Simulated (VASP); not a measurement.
# GaAs (F-43m) in VASP: single point with PBE

Aim: the single point of GaAs with PBE.

All numbers are computed with VASP 6.6.1; they aren't measurements. Logs are shortened: lines on timing, memory, paths and dates and some standing lists are left out, and cuts for length are marked.

### Step 1. The cell of the first run

It takes space group F-43m (No. 216, cubic). Conventional cell: a = 5.653 Å, b = 5.653 Å, c = 5.653 Å, α = 90.00°, β = 90.00°, γ = 90.00°. Ga (site symmetry -43m) has 4 As at 2.45 Å within 3.2 Å. As (site symmetry -43m) has 4 Ga at 2.45 Å within 3.2 Å.

### Step 2. Single point, PBE

File INCAR:

```
SYSTEM = GaAs
PREC = Accurate ; ENCUT = 500
EDIFF = 1E-6 ; ISMEAR = 0
SIGMA = 0.01 ; LREAL = .False.
LASPH = .True. ; NELM = 120
ALGO = Normal ; ISIF = 2
LWAVE = .False. ; LCHARG = .True.
GGA = PE ; LELF = .True.
LVHAR = .True. ; NBANDS = 16
GGA_COMPAT = .False.
```

File KPOINTS:

```
regular mesh
0
Gamma
  4 4 4
  0 0 0
```

File POSCAR:

```
GaAs
1.0
    0.0000000000      2.8265000000      2.8265000000
    2.8265000000      0.0000000000      2.8265000000
    2.8265000000      2.8265000000      0.0000000000
Ga As
1 1
Direct
    0.0000000000      0.0000000000      0.0000000000
    0.2500000000      0.2500000000      0.2500000000
```

Potentials or basis: VASP PAW PBE potentials, release 64 (Ga_d, As).

The run is started by

```console
$ cat potpaw_PBE.64/Ga_d/POTCAR potpaw_PBE.64/As/POTCAR > POTCAR
$ mpirun -np 1 vasp_std > vasp.out
```

OUTCAR:

```text
SYSTEM = GaAs
   PREC = Accurate
   ENCUT = 500
   EDIFF = 1E-6
   ISMEAR = 0
   LREAL = .False.
   LASPH = .True.
   NELM = 120
   ISIF = 2
   GGA = PE

 ion  position               nearest neighbor table
   1  0.000  0.000  0.000-   2 2.45   2 2.45   2 2.45   2 2.45
   2  0.250  0.250  0.250-   1 2.45   1 2.45   1 2.45   1 2.45

  LATTYP: Found a face centered cubic cell.
 ALAT       =     5.6530000000

  Lattice vectors:

 A1 = (   0.0000000000,   2.8265000000,   2.8265000000)
 A2 = (   2.8265000000,   0.0000000000,   2.8265000000)
 A3 = (   2.8265000000,   2.8265000000,   0.0000000000)

Analysis of symmetry for initial positions (statically):
=====================================================================
 Subroutine PRICEL returns:
 Original cell was already a primitive cell.

 Routine SETGRP: Setting up the symmetry group for a
 face centered cubic supercell.

 Subroutine GETGRP returns: Found 24 space group operations
 (whereof 24 operations were pure point group operations)
 out of a pool of 48 trial point group operations.

The static configuration has the point symmetry T_d .

Analysis of symmetry for dynamics (positions and initial velocities):
=====================================================================
 Subroutine PRICEL returns:
 Original cell was already a primitive cell.

 Routine SETGRP: Setting up the symmetry group for a
 face centered cubic supercell.

 Subroutine GETGRP returns: Found 24 space group operations
 (whereof 24 operations were pure point group operations)
 out of a pool of 48 trial point group operations.

The dynamic configuration has the point symmetry T_d .

 Subroutine INISYM returns: Found 24 space group operations
 (whereof 24 operations are pure point group operations),
 and found     1 'primitive' translations

----------------------------------------------------------------------------------------

                                     Primitive cell

  volume of cell :      45.1624

  direct lattice vectors                    reciprocal lattice vectors
     0.000000000  2.826500000  2.826500000    -0.176897223  0.176897223  0.176897223
     2.826500000  0.000000000  2.826500000     0.176897223 -0.176897223  0.176897223
     2.826500000  2.826500000  0.000000000     0.176897223  0.176897223 -0.176897223

  length of vectors
     3.997274634  3.997274634  3.997274634     0.306394977  0.306394977  0.306394977

  position of ions in fractional coordinates (direct lattice)
     0.000000000  0.000000000  0.000000000
     0.250000000  0.250000000  0.250000000

  ion indices of the primitive-cell ions
   primitive index   ion index
                 1           1
                 2           2

----------------------------------------------------------------------------------------

 KPOINTS: regular mesh

Automatic generation of k-mesh.
 Grid dimensions read from file:
 generate k-points for:    4    4    4

 Generating k-lattice:

  Cartesian coordinates                     Fractional coordinates (reciprocal lattice)
    -0.044224306  0.044224306  0.044224306     0.250000000  0.000000000  0.000000000
     0.044224306 -0.044224306  0.044224306     0.000000000  0.250000000  0.000000000
     0.044224306  0.044224306 -0.044224306     0.000000000  0.000000000  0.250000000

  Length of vectors
     0.076598744  0.076598744  0.076598744

  Shift w.r.t. Gamma in fractional coordinates (k-lattice)
     0.000000000  0.000000000  0.000000000

 Subroutine IBZKPT returns following result:
 ===========================================

 Found      8 irreducible k-points:

 Following reciprocal coordinates:
            Coordinates               Weight
  0.000000  0.000000  0.000000      1.000000
  0.250000  0.000000  0.000000      8.000000
  0.500000  0.000000  0.000000      4.000000
  0.250000  0.250000  0.000000      6.000000
  0.500000  0.250000  0.000000     24.000000
 -0.250000  0.250000  0.000000     12.000000
  0.500000  0.500000  0.000000      3.000000
 -0.250000  0.500000  0.250000      6.000000
   k-points           NKPTS =      8   k-points in BZ     NKDIM =      8   number of bands    NBANDS=     16
   number of dos      NEDOS =    301   number of ions     NIONS =      2
   total plane-waves  NPLWV =  27000
   dimension x,y,z NGX =    30 NGY =   30 NGZ =   30
   dimension x,y,z NGXF=    60 NGYF=   60 NGZF=   60
   ions per type =               1   1
   NGX,Y,Z   is equivalent  to a cutoff of  12.48, 12.48, 12.48 a.u.
   NGXF,Y,Z  is equivalent  to a cutoff of  24.95, 24.95, 24.95 a.u.
 SYSTEM =  GaAs
   PREC   = accura    normal or accurate (medium, high low for compatibility)
   ISTART =      0    job   : 0-new  1-cont  2-samecut
   ICHARG =      2    charge: 1-file 2-atom 10-const
   ISPIN  =      1    spin polarized calculation?
   LNONCOLLINEAR =      F non collinear calculations
   LSORBIT =      F    spin-orbit coupling
   LASPH  =      T    aspherical Exc in radial PAW
   ENCUT  =  500.0 eV  36.75 Ry    6.06 a.u.   7.29  7.29  7.29*2*pi/ulx,y,z
   NELM   =    120;   NELMIN=  2; NELMDL= -5     # of ELM steps
   EDIFF  = 0.1E-05   stopping-criterion for ELM
   LREAL  =      F    real-space projection
   EDIFFG = 0.1E-04   stopping-criterion for IOM
   NSW    =      0    number of steps for IOM
   IBRION =     -1    ionic relax: 0-MD 1-quasi-New 2-CG
   NFREE  =      0    steps in history (QN), initial steepest desc. (CG)
   ISIF   =      2    stress and relaxation
   ISYM   =      2    0-nonsym 1-usesym 2-fastsym
   POTIM  = 0.5000    time-step for ionic-motion
   TEBEG  =    0.0;   TEEND  =   0.0 temperature during run
   PSTRESS=    0.0 pullay stress
   NELECT =      18.0000    total number of electrons
   NUPDOWN=      -1.0000    fix difference up-down
   EMIN   =  10.00;   EMAX   =-10.00  energy-range for DOS
   EFERMI =   0.00;   METHOD = LEGACY
   ISMEAR =     0;   SIGMA  =   0.01  broadening in eV -4-tet -1-fermi 0-gaus
   EFERMI_NEDOS =   21; number of points for ismear=-14 and -15
   IALGO  =     38    algorithm
   IMIX   =      4    mixing-type and parameters
     AMIX     =   0.40;   BMIX     =  1.00
     AMIX_MAG =   1.60;   BMIX_MAG =  1.00
  volume/ion in A,a.u.               =      22.58       152.39
  Fermi-wavevector in a.u.,A,eV,Ry     =   1.204777  2.276698 19.748689  1.451488
  Thomas-Fermi vector in A             =   2.340492
   LORBIT       =      0    0 simple, 1 ext, 2 COOP (PROOUT), +10 PAW based schemes
   GGA     = PE    functional components
   LHFCALC =     F    Hartree Fock is set to
   AEXX    =    0.0000 exact exchange contribution
   IVDW    =     0    specifies the selected vdW correction
   LEPSILON=     F    determine dielectric tensor
   LRPA    =     F    only Hartree local field effects (RPA)
 non-spin polarized calculation
 Gauss-broadening in eV      SIGMA  =   0.01
  energy-cutoff  :      500.00
  volume of cell :       45.16
 maximum number of plane-waves:      1162
 NGX is ok and might be reduce to    30
   NGX = 15   NGY = 15   NGZ = 15

 number of electron      17.9999995 magnetization

 Free energy of the ion-electron system (eV)
  ---------------------------------------------------
  ext. energy  EPLUGINS =         0.00000000
  ---------------------------------------------------
  free energy    TOTEN  =        -8.07265540 eV

  energy without entropy =       -8.07265540  energy(sigma->0) =       -8.07265540

 E-fermi :   4.1156     XC(G=0):  -9.5623

 val. band max:        3.9845918054   @ k =   0.0000   0.0000   0.0000
 cond. band min:       4.4964188161   @ k =   0.0000   0.0000   0.0000
 fundamental gap:      0.5118270107
 Fermi energy:         4.1156268290

 k-point     1 :       0.0000    0.0000    0.0000
  band No.  band energies     occupation
      1     -10.8795      2.00000
      2     -10.8795      2.00000
      3     -10.8795      2.00000
      4     -10.8017      2.00000
      5     -10.8017      2.00000
      6      -8.7464      2.00000
[... 8 lines left out ...]
     15      14.0786      0.00000
     16      14.0786      0.00000

 k-point     2 :       0.2500    0.0000    0.0000
  band No.  band energies     occupation
      1     -10.9211      2.00000
      2     -10.8684      2.00000
      3     -10.8684      2.00000
      4     -10.8013      2.00000
      5     -10.8013      2.00000
      6      -8.0528      2.00000
[... 8 lines left out ...]
     15      12.9846      0.00000
     16      12.9846      0.00000

 k-point     3 :       0.5000    0.0000    0.0000
  band No.  band energies     occupation
      1     -10.9567      2.00000
      2     -10.8604      2.00000
      3     -10.8604      2.00000
      4     -10.7978      2.00000
      5     -10.7978      2.00000
      6      -6.9743      2.00000
[... 8 lines left out ...]
     15      15.8322      0.00000
     16      15.8322      0.00000

 k-point     4 :       0.2500    0.2500    0.0000
  band No.  band energies     occupation
      1     -10.9413      2.00000
      2     -10.8557      2.00000
      3     -10.8557      2.00000
      4     -10.8132      2.00000
      5     -10.7953      2.00000
      6      -7.8166      2.00000
[... 8 lines left out ...]
     15      15.0811      0.00000
     16      15.3847      0.00000

 k-point     5 :       0.5000    0.2500    0.0000
  band No.  band energies     occupation
      1     -10.9683      2.00000
      2     -10.8497      2.00000
      3     -10.8445      2.00000
      4     -10.8124      2.00000
      5     -10.7946      2.00000
      6      -6.6833      2.00000
[... 8 lines left out ...]
     15      15.9806      0.00000
     16      16.5639      0.00000

 k-point     6 :      -0.2500    0.2500    0.0000
  band No.  band energies     occupation
      1     -10.9537      2.00000
      2     -10.8566      2.00000
      3     -10.8545      2.00000
      4     -10.8035      2.00000
      5     -10.8013      2.00000
      6      -7.1007      2.00000
[... 8 lines left out ...]
     15      14.3182      0.00000
     16      16.6657      0.00000

 k-point     7 :       0.5000    0.5000    0.0000
  band No.  band energies     occupation
      1     -10.9881      2.00000
      2     -10.8307      2.00000
      3     -10.8307      2.00000
      4     -10.8272      2.00000
      5     -10.7889      2.00000
      6      -6.2269      2.00000
[... 8 lines left out ...]
     15      17.2988      0.00000
     16      17.3248      0.00000

 k-point     8 :      -0.2500    0.5000    0.2500
  band No.  band energies     occupation
      1     -10.9752      2.00000
      2     -10.8488      2.00000
      3     -10.8355      2.00000
      4     -10.8124      2.00000
      5     -10.7976      2.00000
      6      -6.1685      2.00000
[... 8 lines left out ...]
     15      16.1682      0.00000
     16      17.2923      0.00000

------------------------ aborting loop because EDIFF is reached ----------------------------------------

  FORCE on cell =-STRESS in cart. coord.  units (eV):
  Direction    XX          YY          ZZ          XY          YZ          ZX
  --------------------------------------------------------------------------------------
  -------------------------------------------------------------------------------------
  Total        1.0497140      1.0497140      1.0497140     -0.0000000     -0.0000000      0.0000000
  in kB       37.2395669     37.2395669     37.2395669     -0.0000000     -0.0000000      0.0000000
  external PRESSURE =      37.2395669 kB  Pullay stress =       0.0000000 kB

 VOLUME and BASIS-vectors are now :
 -----------------------------------------------------------------------------
  energy-cutoff  :      500.00
  volume of cell :       45.16
      direct lattice vectors                 reciprocal lattice vectors
     0.000000000  2.826500000  2.826500000    -0.176897223  0.176897223  0.176897223
     2.826500000  0.000000000  2.826500000     0.176897223 -0.176897223  0.176897223
     2.826500000  2.826500000  0.000000000     0.176897223  0.176897223 -0.176897223

 POSITION                                       TOTAL-FORCE (eV/Angst)
 -----------------------------------------------------------------------------------
      0.00000      0.00000      0.00000        -0.000000     -0.000000      0.000000
      1.41325      1.41325      1.41325         0.000000      0.000000     -0.000000
 -----------------------------------------------------------------------------------
    total drift:                               -0.000000     -0.000000      0.000000

  FREE ENERGIE OF THE ION-ELECTRON SYSTEM (eV)
  ---------------------------------------------------
  free  energy   TOTEN  =        -8.0726553960 eV

  energy  without entropy=       -8.0726553960  energy(sigma->0) =       -8.07265540
```

Run time: 16 s. Hardware: 1 thread of Intel Xeon 8259CL, shared host; peak memory 0.16 GiB.

Results:

| Property | Result |
| --- | --- |
| Free energy | -8.0727 eV |
| Pressure | 3.7 GPa |
| Band gap on the k mesh | 0.51 eV, direct |

Caveat: the k points lie up to 0.48 Å⁻¹ apart. Expect the measured gap to be larger: semilocal functionals such as PBE lack the derivative discontinuity.
